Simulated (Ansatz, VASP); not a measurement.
CoO: VASP beside Ansatz

```xyz
2
Lattice="0.0000 2.1315 2.1315 2.1315 0.0000 2.1315 2.1315 2.1315 0.0000" Properties=species:S:1:pos:R:3 pbc="T T T"
Co    0.0000    0.0000    0.0000
O     2.1315    2.1315    2.1315
```

Alike in both runs: task single point; functional PBE; k mesh 11 × 11 × 11; occupations gaussian, width 0.027 eV; collinear spin.

|  | VASP | Ansatz |
| --- | --- | --- |
| version | VASP 6.6.1 | Ansatz 0.2.0 |
| potentials or method | VASP PAW PBE potentials, release 64 (Co, O), cutoff 520 eV | all-electron LAPW, scalar-relativistic |

VASP gave:

```
gap on the k mesh at the Fermi level (eV)                     : none
pressure (GPa)                                                : -2.6
net moment per atom (μB)                                      : 1.46
size of the moment on the site where the two differ most (μB) : 2.57
```

Q: Which values does Ansatz return?

A: gap on the k mesh at the Fermi level (eV): none; pressure (GPa): -1.7; net moment per atom (μB): 1.49; size of the moment on the site where the two differ most (μB): 2.62.

Site moments also hang on the region over which each program counts them. A gap of «none» marks a metal or a gap that the smearing closes. Ansatz ran all-electron here, and VASP with PAW potentials.
